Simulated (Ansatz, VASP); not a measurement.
CdAg: VASP beside Ansatz

```
CELL_PARAMETERS angstrom
3.39531 0.00000 0.00000
0.00000 3.39531 0.00000
0.00000 0.00000 3.39531
ATOMIC_POSITIONS crystal
Cd 0.50000 0.50000 0.50000
Ag 0.00000 0.00000 0.00000
```

Change from the starting cell: volume scaled by 1.06, crystal datasets.

Alike in both runs: task electric field gradients; functional PBEsol; k mesh 12 × 12 × 12; occupations fermi-dirac, width 0.05 eV; no spin polarisation.

|  | VASP | Ansatz |
| --- | --- | --- |
| version | VASP 6.6.1 | Ansatz 0.2.0 |
| potentials or method | VASP PAW PBE potentials, release 64 (Cd, Ag), cutoff 520 eV | all-electron PAW with datasets made for the crystal, scalar-relativistic |

Ansatz gave:

| Item | Value |
| --- | --- |
| pressure (GPa) | -5.9 |

Task: What did VASP give for the same quantities?

Result: Pressure (GPa): -5.7.

VASP's potentials were made for PBE, not for PBEsol. Ansatz ran all-electron here, and VASP with PAW potentials.
